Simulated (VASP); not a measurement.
Wanted: the native input for a VASP 6.6.1 run.

* Task: relaxation of cell and atoms
* Functional: r2SCAN
* Potentials or basis: VASP PAW PBE potentials, release 64 (Li_sv, H_h)
* Cutoff: 1350 eV
* k mesh: 10 × 10 × 10
* Occupations: gaussian, width 0.01 eV
* Spin: no spin polarisation
* Target pressure: 7 GPa
* Dipole correction: no
* Further INCAR settings: ALGO = Normal; EDIFF = 1e-07; IBRION = 2; EDIFFG = -0.002; NSW = 100; ISIF = 3

The system is LiH.

```
CELL_PARAMETERS angstrom
2.00233 2.00233 0.00000
-2.00233 2.00233 0.00000
0.00000 2.00233 2.00233
ATOMIC_POSITIONS crystal
Li 0.00000 0.00000 0.00000
H 0.50000 0.50000 0.00000
```

These files were run (other wordings do the same):

POSCAR

```
LiH
1.0
    2.0023268344      2.0023268344      0.0000000000
   -2.0023268344      2.0023268344      0.0000000000
    0.0000000000      2.0023268344      2.0023268344
Li H
1 1
Direct
    0.0000000000      0.0000000000      0.0000000000
    0.5000000000      0.5000000000      0.0000000000
```

INCAR.step1

```
SYSTEM = LiH
PREC = Accurate ; ENCUT = 1350
ISMEAR = 0 ; SIGMA = 0.01
LREAL = .FALSE. ; LASPH = .TRUE.
NELM = 120 ; GGA = PE
ALGO = Normal ; EDIFF = 1E-5
LWAVE = .TRUE. ; LCHARG = .FALSE.
GGA_COMPAT = .FALSE. ; IBRION = 2
ISIF = 3 ; EDIFFG = -0.005
NELMIN = 4 ; NSW = 100
```

INCAR.step2

```
SYSTEM = LiH
PREC = Accurate ; ENCUT = 1350
EDIFF = 1E-7 ; ISMEAR = 0
SIGMA = 0.01 ; LREAL = .FALSE.
LASPH = .TRUE. ; NELM = 120
ALGO = Normal ; ISIF = 3
LWAVE = .FALSE. ; LCHARG = .FALSE.
METAGGA = R2SCAN ; LMIXTAU = .TRUE.
IBRION = 2 ; NSW = 100
EDIFFG = -0.002 ; PSTRESS = 70.0
ISTART = 1 ; GGA_COMPAT = .FALSE.
NELMIN = 4
```

KPOINTS

```
regular mesh
0
G
  10 10 10
  0 0 0
```

Potentials or basis: VASP PAW PBE potentials, release 64 (Li_sv, H_h).

The run is started by

```bash
$ cat potpaw_PBE.64/Li_sv/POTCAR potpaw_PBE.64/H_h/POTCAR > POTCAR
$ cp INCAR.step1 INCAR
$ mpirun -np 1 vasp_std > vasp.out
$ cp INCAR.step2 INCAR
$ mpirun -np 1 vasp_std > vasp.out
```

Results of the run:

| Quantity | Value |
| --- | --- |
| Relaxed volume | 6.82 Å³/atom |
| Relaxed cell | a = 2.682 Å, b = 2.682 Å, c = 2.682 Å, α = 60.00°, β = 60.00°, γ = 90.00° |
| Space group after relaxing (to 0.1 Å) | Fm-3m (No. 225) |
| Energy change on relaxing (the run minimises the enthalpy) | +25.5 meV/atom |
| Ionic steps | 5 |
| Pressure after relaxing | 7.0 GPa |
| Band gap on the k mesh | 3.47 eV |

Caveat: the cell is relaxed towards a set pressure, so the run minimises the enthalpy, not the energy; the volume moved by over 15 % at a fixed basis, so the end points are rough; the PAW data sets were made with another functional, which shifts forces and pressure a little.

It took 6 min on 1 thread of AMD EPYC 7R13 Processor (Zen 3), with other jobs on the host, peak memory 0.2 GiB.
